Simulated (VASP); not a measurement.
A run of VASP 6.6.1:

The input INCAR:

```
SYSTEM = InSb
  ALGO = Normal
  EDIFF = 1E-7
  EDIFFG = -0.02
  ENCUT = 520
  GGA = PE
  IBRION = 2
  ISIF = 2
  ISMEAR = -1
  LASPH = .TRUE.
  LCHARG = .FALSE.
  LREAL = .FALSE.
  LWAVE = .FALSE.
  NELM = 60
  NSW = 80
  PREC = Accurate
  SIGMA = 0.05
```

Contents of KPOINTS:

```
k-points
0
G
  12 12 12
  0 0 0
```

Contents of POSCAR:

```
InSb
1.0
    0.0000000000      3.2391000000      3.3362730000
    3.2391000000      0.0000000000      3.3362730000
    3.2391000000      3.2391000000      0.0000000000
In Sb
1 1
Direct
    0.0000000000      0.0000000000      0.0000000000
    0.7500000000      0.7500000000      0.7500000000
```

Potentials or basis: VASP PAW PBE potentials, release 64 (In_d, Sb).

Launch:

```console
$ cat potpaw_PBE.64/In_d/POTCAR potpaw_PBE.64/Sb/POTCAR > POTCAR
$ mpirun -np 1 vasp_std > vasp.out
```

Hardware: 1 thread of Oxide Virtual Turin-like Processor, with other jobs on the host.

Task: Estimate the wall time of this run.

Result: It took 3.2 min on 1 thread of Oxide Virtual Turin-like Processor (shared host), peak memory 0.29 GiB. Counts: scf iterations 14, k points 163, ion steps 1.
